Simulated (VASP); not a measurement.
A run of VASP 6.6.1:

Contents of POSCAR:

```
SiC
1.0
    3.0751950076      0.0000000000      0.0000000000
   -1.5375975038      2.6631969982      0.0000000000
    0.0000000000      0.0000000000      5.0481668526
Si C
2 2
Direct
    0.3333333333      0.6666666667      0.0046028828
    0.6666666667      0.3333333333      0.5046028828
    0.4058721524      0.7197687678      0.4200154590
    0.6666666667      0.3333333333      0.8803971172
```

INCAR.step1

```
PREC = Accurate
ENCUT = 520
ISMEAR = 0
SIGMA = 0.05
LREAL = F
LASPH = T
NELM = 60
NBANDS = 16
GGA = PE
ALGO = Normal
EDIFF = 1E-4
LWAVE = T
LCHARG = F
```

The input INCAR.step2:

```
PREC = Accurate
ENCUT = 520
EDIFF = 1E-7
ISMEAR = 0
SIGMA = 0.05
LREAL = F
LASPH = T
NELM = 60
ALGO = Normal
ISIF = 2
LWAVE = F
LCHARG = F
METAGGA = R2SCAN
LMIXTAU = T
NBANDS = 16
ISTART = 1
```

KPOINTS

```
regular mesh
0
Gamma
  12 12 6
```

Potentials or basis: VASP PAW PBE potentials, release 64 (Si, C).

Command:

```bash
$ cat potpaw_PBE.64/Si/POTCAR potpaw_PBE.64/C/POTCAR > POTCAR
$ cp INCAR.step1 INCAR
$ mpirun -np 1 vasp_std > vasp.out
$ cp INCAR.step2 INCAR
$ mpirun -np 1 vasp_std > vasp.out
```

Hardware: 1 thread of Oxide Virtual Turin-like Processor, on a shared host.

How long does it take, and how much memory?

It took 21 min on 1 thread of Oxide Virtual Turin-like Processor (shared host), peak memory 0.32 GiB. Counts: k points 436.
